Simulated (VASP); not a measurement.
Write the native input for VASP 6.6.1 that does the following.

- Task: relaxation of cell and atoms
- Functional: PBE
- Potentials or basis: VASP PAW PBE potentials, release 64 (Al, N)
- Cutoff: 600 eV
- k mesh: 9 × 9 × 6
- Occupations: gaussian, width 0.02 eV
- Spin: no spin polarisation
- Dipole correction: no
- Further INCAR settings: ALGO = Normal; EDIFF = 1e-07; IBRION = 2; EDIFFG = -0.002; NSW = 100; ISIF = 3

The structure of AlN (pbe) lies in POSCAR:

```
AlN
1.0
    3.3135343433      0.0000000000      0.0000000000
   -1.6567671717      2.8696049176      0.0000000000
    0.0000000000      0.0000000000      4.1877521257
Al N
2 2
Direct
    0.3333333333      0.6666666667      0.0000000000
    0.6666666667      0.3333333333      0.5000000000
    0.3333333333      0.6666666667      0.5000000000
    0.6666666667      0.3333333333      1.0000000000
```

One way to write it, as run:

INCAR

```
  ALGO = Normal
  EDIFF = 1E-7
  EDIFFG = -0.002
  ENCUT = 600
  GGA = PE
  GGA_COMPAT = F
  IBRION = 2
  ISIF = 3
  ISMEAR = 0
  LASPH = T
  LCHARG = F
  LREAL = F
  LWAVE = F
  NELM = 120
  NELMIN = 4
  NSW = 100
  PREC = Accurate
  SIGMA = 0.02
```

KPOINTS

```
k-points
0
Gamma
  9 9 6
```

Potentials or basis: VASP PAW PBE potentials, release 64 (Al, N).

Command:

```bash
$ cat potpaw_PBE.64/Al/POTCAR potpaw_PBE.64/N/POTCAR > POTCAR
$ mpirun -np 1 vasp_std > vasp.out
```

It gave:

- Relaxed volume: 9.94 Å³/atom
- Relaxed cell: a = 3.312 Å, b = 3.312 Å, c = 4.186 Å, α = 90.00°, β = 90.00°, γ = 120.00°
- Space group after relaxing (to 0.05 Å): P6_3/mmc (No. 194)
- Energy gained by relaxing: 0.0 meV/atom
- Ionic steps: 3
- Pressure after relaxing: 0.0 GPa
- Band gap on the k mesh: 3.27 eV, direct

Run time: 44 s on 1 thread of Intel Xeon 6975P-C, on a shared host, peak memory 0.18 GiB.
